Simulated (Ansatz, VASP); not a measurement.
**One calculation of C, two programs**

```
CELL_PARAMETERS angstrom
0.00000 1.79800 1.79800
1.79800 0.00000 1.79800
1.79800 1.79800 0.00000
ATOMIC_POSITIONS crystal
C 0.00000 0.00000 0.00000
C 0.25000 0.25000 0.25000
```

Change from the starting cell: volume scaled by 1.03, PAW files.

Alike in both runs: task electric field gradients; functional r2SCAN; k mesh 14 × 14 × 14; occupations fermi-dirac, width 0.03 eV; no spin polarisation.

|  | VASP | Ansatz |
| --- | --- | --- |
| version | VASP 6.6.1 | Ansatz 0.2.0 |
| potentials or method | VASP PAW PBE potentials, release 64 (C) | PAW with Ansatz's default frozen-core files, scalar-relativistic |
| plane-wave cutoff (eV) | 520 | 500 |
| valence electrons in the cell | 8 | 8 |

|  | VASP | Ansatz | Ansatz less VASP |
| --- | --- | --- | --- |
| gap on the k mesh at the Fermi level (eV) | 4.26 | 4.29 | +0.028 |
| pressure (GPa) | -11.8 | -12.8 | -1.00 |

VASP's potentials were made for PBE, not for r2SCAN. The functional is the same, so the differences come from potentials, cutoffs and numerics.
